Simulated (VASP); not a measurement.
# ScNb (P-6m2) in VASP: notebook, part 2 of 2

VASP 6.6.1.

### 3 Single point, PBEsol

This run uses another cell than the first one, of 17.06 Å³/atom.

File INCAR:

```
SYSTEM = ScNb
PREC     = Accurate       ! precision mode
ENCUT    = 520            ! plane-wave cutoff, eV
EDIFF    = 1E-6           ! SCF threshold, eV
ISMEAR   = -1             ! smearing method
SIGMA    = 0.05           ! smearing width, eV
LREAL    = .False.        ! projectors in reciprocal space
LASPH    = .True.         ! aspherical terms in the spheres
NELM     = 80             ! most SCF steps
ALGO     = Fast           ! electronic algorithm
ISIF     = 2              ! what is computed and relaxed
LWAVE    = .False.        ! write WAVECAR
LCHARG   = .False.        ! write CHGCAR
GGA      = PS             ! functional
NBANDS   = 19             ! bands
```

File KPOINTS:

```
Automatic mesh
0
Gamma
  10 10 5
  0 0 0
```

File POSCAR:

```
ScNb
1.0
    2.8672348059      0.0000000000      0.0000000000
   -1.4336174030      2.4830981805      0.0000000000
    0.0000000000      0.0000000000      4.7937565550
Nb Sc
1 1
Direct
    0.3333333333      0.6666666667      0.5000000000
    0.0000000000      0.0000000000      0.0000000000
```

Potentials or basis: VASP PAW PBE potentials, release 64 (Nb_sv, Sc_sv).

Launch:

```bash
> cat potpaw_PBE.64/Nb_sv/POTCAR potpaw_PBE.64/Sc_sv/POTCAR > POTCAR
> mpirun -np 1 vasp_std > vasp.out
```

OUTCAR:

```text
SYSTEM = ScNb
   PREC = Accurate
   ENCUT = 520
   EDIFF = 1E-6
   ISMEAR = -1
   LREAL = .False.
   LASPH = .True.
   NELM = 80
   ISIF = 2
   GGA = PS

 ion  position               nearest neighbor table
   1  0.333  0.667  0.500-   2 2.91   2 2.91   2 2.91   2 2.91   2 2.91   2 2.91
   2  0.000  0.000  0.000-   1 2.91   1 2.91   1 2.91   1 2.91   1 2.91   1 2.91

  LATTYP: Found a hexagonal cell.
 ALAT       =     2.8672348059
 C/A-ratio  =     1.6719093062

  Lattice vectors:

 A1 = (   2.8672348059,   0.0000000000,   0.0000000000)
 A2 = (  -1.4336174030,   2.4830981805,   0.0000000000)
 A3 = (   0.0000000000,   0.0000000000,   4.7937565550)

Analysis of symmetry for initial positions (statically):
=====================================================================
 Subroutine PRICEL returns:
 Original cell was already a primitive cell.

 Routine SETGRP: Setting up the symmetry group for a
 hexagonal supercell.

 Subroutine GETGRP returns: Found 12 space group operations
 (whereof 12 operations were pure point group operations)
 out of a pool of 24 trial point group operations.

The static configuration has the point symmetry D_3h.

Analysis of symmetry for dynamics (positions and initial velocities):
=====================================================================
 Subroutine PRICEL returns:
 Original cell was already a primitive cell.

 Routine SETGRP: Setting up the symmetry group for a
 hexagonal supercell.

 Subroutine GETGRP returns: Found 12 space group operations
 (whereof 12 operations were pure point group operations)
 out of a pool of 24 trial point group operations.

The dynamic configuration has the point symmetry D_3h.

 Subroutine INISYM returns: Found 12 space group operations
 (whereof 12 operations are pure point group operations),
[... 109 lines left out ...]
   EMIN   =  10.00;   EMAX   =-10.00  energy-range for DOS
   EFERMI =   0.00;   METHOD = LEGACY
   ISMEAR =    -1;   SIGMA  =   0.05  broadening in eV -4-tet -1-fermi 0-gaus
   EFERMI_NEDOS =   21; number of points for ismear=-14 and -15
   IALGO  =     68    algorithm
   IMIX   =      4    mixing-type and parameters
     AMIX     =   0.40;   BMIX     =  1.00
     AMIX_MAG =   1.60;   BMIX_MAG =  1.00
  volume/ion in A,a.u.               =      17.06       115.16
  Fermi-wavevector in a.u.,A,eV,Ry     =   1.455797  2.751058 28.835445  2.119345
  Thomas-Fermi vector in A             =   2.572790
   LORBIT       =      0    0 simple, 1 ext, 2 COOP (PROOUT), +10 PAW based schemes
   GGA     = PS    functional components
   LHFCALC =     F    Hartree Fock is set to
   AEXX    =    0.0000 exact exchange contribution
   IVDW    =     0    specifies the selected vdW correction
   LEPSILON=     F    determine dielectric tensor
   LRPA    =     F    only Hartree local field effects (RPA)
 non-spin polarized calculation
 RMM-DIIS sequential band-by-band and
  energy-cutoff  :      520.00
  volume of cell :       34.13
 maximum number of plane-waves:       930
 NGX is ok and might be reduce to    24
   NGX = 11   NGY = 11   NGZ = 17

 number of electron      24.0000002 magnetization

 Free energy of the ion-electron system (eV)
  ---------------------------------------------------
  ext. energy  EPLUGINS =         0.00000000
  ---------------------------------------------------
  free energy    TOTEN  =       -16.81363529 eV

  energy without entropy =      -16.79285915  energy(sigma->0) =      -16.80324722

 E-fermi :   9.0702     XC(G=0): -12.2642

 val. band max:        9.0698286043   @ k =   0.3000   0.2000   0.4000
 cond. band min:       9.0828741114   @ k =   0.3000   0.2000   0.0000
 fundamental gap:      0.0130455071
 Fermi energy:         9.0702063803

 k-point     1 :       0.0000    0.0000    0.0000
  band No.  band energies     occupation
      1     -45.2563      2.00000
      2     -39.2703      2.00000
      3     -21.5842      2.00000
      4     -20.6367      2.00000
      5     -20.6367      2.00000
      6     -17.9412      2.00000
[... 505 lines left out ...]
      6     -18.4884      2.00000
[... 11 lines left out ...]
     18      14.7224      0.00000
     19      15.6884      0.00000

 [... further k-points ...]

------------------------ aborting loop because EDIFF is reached ----------------------------------------

  FORCE on cell =-STRESS in cart. coord.  units (eV):
  Direction    XX          YY          ZZ          XY          YZ          ZX
  --------------------------------------------------------------------------------------
  -------------------------------------------------------------------------------------
  Total        4.2530029      4.2530029      4.2814314     -0.0000000      0.0000000     -0.0000000
  in kB      199.6517559    199.6517559    200.9862970     -0.0000000      0.0000000     -0.0000000
  external PRESSURE =     200.0966029 kB  Pullay stress =       0.0000000 kB

 VOLUME and BASIS-vectors are now :
 -----------------------------------------------------------------------------
  energy-cutoff  :      520.00
  volume of cell :       34.13
      direct lattice vectors                 reciprocal lattice vectors
     2.867234806  0.000000000  0.000000000     0.348768088  0.201361349  0.000000000
    -1.433617403  2.483098180  0.000000000     0.000000000  0.402722699  0.000000000
     0.000000000  0.000000000  4.793756555     0.000000000  0.000000000  0.208604669

 POSITION                                       TOTAL-FORCE (eV/Angst)
 -----------------------------------------------------------------------------------
     -0.00000      1.65540      2.39688         0.000000     -0.000000      0.000000
      0.00000      0.00000      0.00000        -0.000000      0.000000      0.000000
 -----------------------------------------------------------------------------------
    total drift:                                0.000000     -0.000000     -0.000000

  FREE ENERGIE OF THE ION-ELECTRON SYSTEM (eV)
  ---------------------------------------------------
  free  energy   TOTEN  =       -16.8136352907 eV

  energy  without entropy=      -16.7928591494  energy(sigma->0) =      -16.80324722
```

OSZICAR:

```text
N       E                     dE             d eps       ncg     rms          rms(c)
DAV:   1     0.269358681623E+03    0.26936E+03   -0.12353E+04  1612   0.141E+03
DAV:   2     0.384163375461E+01   -0.26552E+03   -0.26084E+03  1612   0.499E+02
DAV:   3    -0.162496561375E+02   -0.20091E+02   -0.19279E+02  2882   0.121E+02
[... 29 lines left out ...]
RMM:  33    -0.168136302501E+02   -0.16618E-05   -0.15923E-05  1646   0.296E-02    0.243E-03
RMM:  34    -0.168136324290E+02   -0.21789E-05   -0.22199E-05  1578   0.264E-02    0.167E-03
RMM:  35    -0.168136333353E+02   -0.90634E-06   -0.10295E-05  1504   0.201E-02    0.321E-03
RMM:  36    -0.168136346067E+02   -0.12714E-05   -0.12725E-05  1442   0.175E-02    0.248E-03
RMM:  37    -0.168136352907E+02   -0.68396E-06   -0.67375E-06  1389   0.152E-02
   1 F= -.16813635E+02 E0= -.16803247E+02  d E =-.207761E-01
```

Run time: 1.8 min. Hardware: 1 thread of Intel Xeon 8259CL, shared host; peak memory 0.17 GiB.

What came out:

```
Free energy            : -16.8136 eV
Pressure               : 20.0 GPa
Band gap on the k mesh : zero (bands 12 and 13 overlap by 1.10 eV)
```

Caveat: the cell stands under pressure; the PAW data sets were made with another functional, which shifts forces and pressure a little.
